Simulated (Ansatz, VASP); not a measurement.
One calculation of ZnO, two programs

```
CELL_PARAMETERS angstrom
3.24198 0.00000 0.00000
-1.62099 2.80764 0.00000
0.00000 0.00000 5.22764
ATOMIC_POSITIONS crystal
Zn 0.33333 0.66667 0.00145
Zn 0.66667 0.33333 0.50145
O 0.33333 0.66667 0.38065
O 0.66667 0.33333 0.88065
```

Alike in both runs: task single point; functional PBE-based screened hybrid; k mesh 4 × 4 × 4; occupations gaussian, width 0.05 eV; no spin polarisation.

```csv
,VASP,Ansatz
version,VASP 6.6.1,Ansatz 0.2.0
potentials or method,"VASP PAW PBE potentials, release 64 (Zn, O), cutoff 520 eV","scalar-relativistic, plane waves, PAW"
valence electrons in the cell,36,36
```

Ansatz gave:

- gap on the k mesh at the Fermi level (eV): 4.38
- least direct gap on the mesh (eV): 4.38
- pressure (GPa): -3.1
- traceless stress, the component that is largest in VASP (GPa): -0.50
- rms of the force components (eV/Å): 0.014

**Question.** What did VASP give for the same quantities?

**Answer.** gap on the k mesh at the Fermi level (eV): 4.31; least direct gap on the mesh (eV): 4.31; pressure (GPa): -1.8; traceless stress, the component that is largest in VASP (GPa): -0.45; rms of the force components (eV/Å): 0.013.

VASP's potentials were made for PBE, not for PBE-based screened hybrid. Atom by atom the forces differ by 0.001 eV/Å (rms over components). The functional is the same, so the differences come from potentials, cutoffs and numerics. Ansatz's warnings: stress exchange threshold loose, stress scf threshold loose.

The k mesh is coarse, so the values compare programs but aren't converged.
